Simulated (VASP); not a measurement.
Write the native input for VASP 6.6.1 that does the following.

```yaml
Task: single point
Functional: PBE
Potentials_or_basis: VASP PAW PBE potentials, release 64 (Mg, O, F)
Cutoff: 520 eV
k_mesh: 1 × 1 × 1, shifted
Occupations: fermi-dirac, width 0.01 eV
Spin: collinear spin
Fixed_moment: 1 μB
Dipole_correction: no
Further_INCAR_settings: LREAL = Auto; ALGO = Normal; EDIFF = 1e-07; NBANDS = 94
```

The structure of Mg16O16F (a cell with a defect) (F interstitial hop between voids) lies in POSCAR:

```
Mg16O16F
1.0
   -4.2543812300      4.2543812300      4.2543812300
    4.2543812300     -4.2543812300      4.2543812300
    4.2543812300      4.2543812300     -4.2543812300
Mg O F
16 16 1
Direct
    0.0045242038      0.0051117143      0.0046862999
    0.0058801252      0.2570647685      0.7553295787
    0.0065990148      0.5063414783      0.5059413969
    0.0059063548      0.7557226945      0.2566390533
    0.2565388400      0.0064830188      0.7553265692
    0.2403290174      0.2409129457      0.5057183381
    0.2403532289      0.5060218681      0.2405026082
    0.2565043590      0.7557238585      0.0060774140
    0.5058443560      0.0071542168      0.5059916536
    0.5055960088      0.2409335534      0.2404922158
    0.5058212147      0.5063592602      0.0067573311
    0.5012309164      0.7710193130      0.7706401895
    0.7551726649      0.0064676249      0.2566642025
    0.7551810476      0.2570619824      0.0060274828
    0.7704832845      0.5018123508      0.7706420375
    0.7705062031      0.7710579445      0.5013859923
    0.0064718517      0.0070199532      0.5066395082
   -0.0141498091      0.2486814838      0.2482858309
    0.0064846714      0.5070541386      0.0066284042
    0.0286382141      0.7620102314      0.7616226515
    0.2480839058     -0.0135324091      0.2482299340
    0.2481204351      0.2486605505     -0.0139913349
    0.2587004503      0.5068210954      0.7550229463
    0.2587084348      0.7554196680      0.5063923628
    0.5064746877      0.0070001428      0.0065974204
    0.5062815542      0.2592746878      0.7550289700
    0.3927349862      0.3931945233      0.3928903233
    0.5062397222      0.7554193501      0.2588535888
    0.7614477621      0.0291631309      0.7615823847
    0.7548876197      0.2592832577      0.5064381505
    0.7548788546      0.5068323239      0.2588580774
    0.7614673797      0.7619958709      0.0287676725
    0.6516060254      0.6521673281      0.6517269290
```

These files were run (other wordings do the same):

INCAR

```
SYSTEM = Mg16O16F
PREC = Accurate
ENCUT = 520
EDIFF = 1E-7
ISMEAR = -1
SIGMA = 0.01
LREAL = Auto
LASPH = .True.
NELM = 150
ALGO = Normal
ISIF = 2
LWAVE = .False.
LCHARG = .False.
ISPIN = 2
MAGMOM = 0 0 0 0 0 0 0 0 0 0 0 0 0 0 0 0 0.01 0.04 0.01 0.01 0.04 0.04 0 0 0.01 0 0.64 0 0.01 0 0 0.01 0.17
LORBIT = 11
NUPDOWN = 1.0
GGA = PE
NBANDS = 94
```

KPOINTS

```
Automatic mesh
0
Gamma
  1 1 1
  0.25 0.25 0.25
```

Potentials or basis: VASP PAW PBE potentials, release 64 (Mg, O, F).

Launch:

```console
$ cat potpaw_PBE.64/Mg/POTCAR potpaw_PBE.64/O/POTCAR potpaw_PBE.64/F/POTCAR > POTCAR
$ mpirun -np 1 vasp_std > vasp.out
```

It gave:

```yaml
Pressure: 8.0 GPa
Largest_force: 0.022 eV/Å
Net_moment: 1.00 μB per cell
Site_moments: Mg -0.00, +0.00; O +0.01, +0.04, +0.00, +0.56; F +0.15 μB
Valence_electrons_inside_the_program's_atomic_spheres: Mg 0.36, 0.41, 0.40, 0.44; O 5.12, 5.09, 5.10, 5.04; F 6.20
```

Caveat: the k points lie up to 1.04 Å⁻¹ apart; the total moment is fixed, so each spin has its own Fermi level.

Run time: 5.1 min on 1 thread of Intel(R) Xeon(R) Platinum 8375C CPU @ 2.90GHz (Ice Lake), with other jobs on the host, peak memory 0.57 GiB.
